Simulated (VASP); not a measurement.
HfB2:

```
CELL_PARAMETERS angstrom
3.14000 0.00000 0.00000
-1.57000 2.71932 0.00000
0.00000 0.00000 3.48000
ATOMIC_POSITIONS crystal
Hf 0.00000 0.00000 0.00000
B 0.33333 0.66667 0.50000
B 0.66667 0.33333 0.50000
```

Base run:

```yaml
Program: VASP 6.6.1
Functional: PBE
Potentials_or_basis: VASP PAW PBE potentials, release 64 (Hf_pv, B)
Cutoff: 520 eV
k_mesh: 16 × 16 × 13
Occupations: fermi-dirac, width 0.05 eV
Spin: no spin polarisation
```

Its results: band gap on the k mesh zero (band 8 reaches 8.49 eV, above the bottom of band 9 at 7.24 eV); pressure 1.0 GPa.

Question: The run is repeated on the same cell with these changes: functional from PBE to r2SCAN; k mesh from 16 × 16 × 13 to 17 × 17 × 13. What comes out?

Answer: Band gap on the k mesh zero (band 8 reaches 8.64 eV, above the bottom of band 9 at 7.09 eV); pressure -1.3 GPa.

Several settings changed at once, so the effect can't be laid on one alone.

Caveats: spin-orbit coupling is left out, which moves the levels of the heavy elements; the PAW data sets were made with another functional, which shifts forces and pressure a little (some runs).
